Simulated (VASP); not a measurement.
Wanted: the native input for a VASP 6.6.1 run.

```yaml
Task: single point
Functional: PBE
Potentials_or_basis: VASP PAW PBE potentials, release 64 (Ca_sv)
Cutoff: 520 eV
k_mesh: 11 × 11 × 11
Occupations: fermi-dirac, width 0.03 eV
Spin: no spin polarisation
Dipole_correction: no
Further_INCAR_settings: ALGO = Normal; EDIFF = 1e-07; NBANDS = 11
```

The structure of Ca lies in POSCAR:

```
Ca
1.0
    0.0000000000      2.7621357814      2.7621357814
    2.7621357814      0.0000000000      2.7621357814
    2.7621357814      2.7621357814      0.0000000000
Ca
1
Direct
    0.0000000000      0.0000000000      0.0000000000
```

These files were run (other wordings do the same):

INCAR

```
PREC = Accurate ; ENCUT = 520
EDIFF = 1E-7 ; ISMEAR = -1
SIGMA = 0.03 ; LREAL = False
LASPH = True ; NELM = 60
ALGO = Normal ; ISIF = 2
LWAVE = False ; LCHARG = True
GGA = PE ; LELF = True
LVHAR = True ; NBANDS = 11
```

KPOINTS

```
regular mesh
0
Gamma
  11 11 11
```

Potentials or basis: VASP PAW PBE potentials, release 64 (Ca_sv).

The run is started by

```sh
$ cat potpaw_PBE.64/Ca_sv/POTCAR > POTCAR
$ mpirun -np 1 vasp_std > vasp.out
```

Results of the run:

The pressure is 0.0 GPa. The band gap on the k mesh is zero (band 5 reaches 2.11 eV, above the bottom of band 6 at 1.84 eV).

Run time: 24 s on 1 thread of Intel(R) Xeon(R) Platinum 8259CL CPU @ 2.50GHz (Skylake/Cascade Lake) (shared host), peak memory 0.18 GiB.
